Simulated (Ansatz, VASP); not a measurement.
## One calculation of Cu, two programs

```
Cu
1.0
     0.00000    1.86025    1.90562
     1.86025    0.00000    1.90562
     1.86025    1.86025    0.00000
Cu
1
Direct
  0.00000 0.00000 0.00000
```

Change from the starting cell: strain +0.025 along x and y, +0.050 along z, atoms carried along.

Alike in both runs: task single point; functional PBE; k mesh 28 × 28 × 28; occupations gaussian, width 0.15 eV; no spin polarisation.

|  | VASP | Ansatz |
| --- | --- | --- |
| version | VASP 6.6.1 | Ansatz 0.2.0 |
| potentials or method | VASP PAW PBE potentials, release 64 (Cu), cutoff 520 eV | scalar-relativistic, plane waves, PAW |
| valence electrons in the cell | 11 | 19 |

```csv
,VASP,Ansatz,Ansatz less VASP
gap on the k mesh at the Fermi level (eV),none,none,-
pressure (GPa),-9.8,-10.8,-0.97
"traceless stress, the component that is largest in VASP (GPa)",-0.76,-0.77,-0.014
```

A gap of «none» marks a metal or a gap that the smearing closes. VASP's potentials hold 11 valence electrons a cell and Ansatz's 19, so a difference there can come from the potentials and not from the codes.
